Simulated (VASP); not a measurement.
Input of a VASP 6.6.1 run:

INCAR

```
PREC     = Accurate       # precision mode
ENCUT    = 600            # plane-wave cutoff, eV
EDIFF    = 1E-7           # SCF threshold, eV
ISMEAR   = 0              # smearing method
SIGMA    = 0.1            # smearing width, eV
LREAL    = False          # projectors in reciprocal space
LASPH    = True           # aspherical terms in the spheres
NELM     = 80             # most SCF steps
ALGO     = Fast           # electronic algorithm
ISIF     = 3              # what is computed and relaxed
LWAVE    = False          # write WAVECAR
LCHARG   = False          # write CHGCAR
GGA      = PE             # functional
IBRION   = 2              # ionic algorithm
NSW      = 100            # ionic steps
EDIFFG   = -0.01          # ionic threshold
```

KPOINTS

```
regular mesh
0
Gamma
  8 4 6
```

POSCAR

```
In3GaAs4
1.0
    4.3245719965      0.0000000000      0.0000000000
    0.0000000000      8.6705736692      0.0000000000
    0.0000000000      0.0000000000      6.0157736468
In Ga As
3 1 4
Direct
    0.0000000000      0.7587252288      0.2496086619
    0.5000000000      0.5000000000      0.7515845176
    0.0000000000      0.2412747712      0.2496086619
    0.5000000000      0.0000000000      0.7468671544
    0.0000000000      0.0000000000      0.9715694900
    0.5000000000      0.7617454542      0.5103805681
    0.0000000000      0.5000000000      0.0100014081
    0.5000000000      0.2382545458      0.5103805681
```

Potentials or basis: VASP PAW PBE potentials, release 64 (In_d, Ga_d, As).

Command:

```sh
$ cat potpaw_PBE.64/In_d/POTCAR potpaw_PBE.64/Ga_d/POTCAR potpaw_PBE.64/As/POTCAR > POTCAR
$ mpirun -np 1 vasp_std > vasp.out
```

Predict the band gap on the k mesh.

0.03 eV.

Estimate the relaxed volume.

28.11 Å³/atom.

Predict the relaxed cell.

a = 4.296 Å, b = 8.606 Å, c = 6.082 Å, α = 90.00°, β = 90.00°, γ = 90.00°.

Estimate the space group after relaxing (to 0.1 Å).

Pmm2 (No. 25).

Final structure:
```yaml
crystal:
  lattice:
    - [4.29594, 0.00000, 0.00000]
    - [0.00000, 8.60558, 0.00000]
    - [0.00000, 0.00000, 6.08193]
  atoms:
    - { symbol: In, position: [0.00000, 0.75896, 0.24970] }
    - { symbol: In, position: [0.50000, 0.50000, 0.75197] }
    - { symbol: In, position: [0.00000, 0.24104, 0.24970] }
    - { symbol: Ga, position: [0.50000, 0.00000, 0.74664] }
    - { symbol: As, position: [0.00000, 0.00000, 0.97257] }
    - { symbol: As, position: [0.50000, 0.76185, 0.50982] }
    - { symbol: As, position: [0.00000, 0.50000, 0.00979] }
    - { symbol: As, position: [0.50000, 0.23815, 0.50982] }
```

Caveat: the smearing spreads over this small gap; semilocal functionals underestimate gaps, and a narrow one can read as zero; spin-orbit coupling is left out, which moves the levels of the heavy elements.
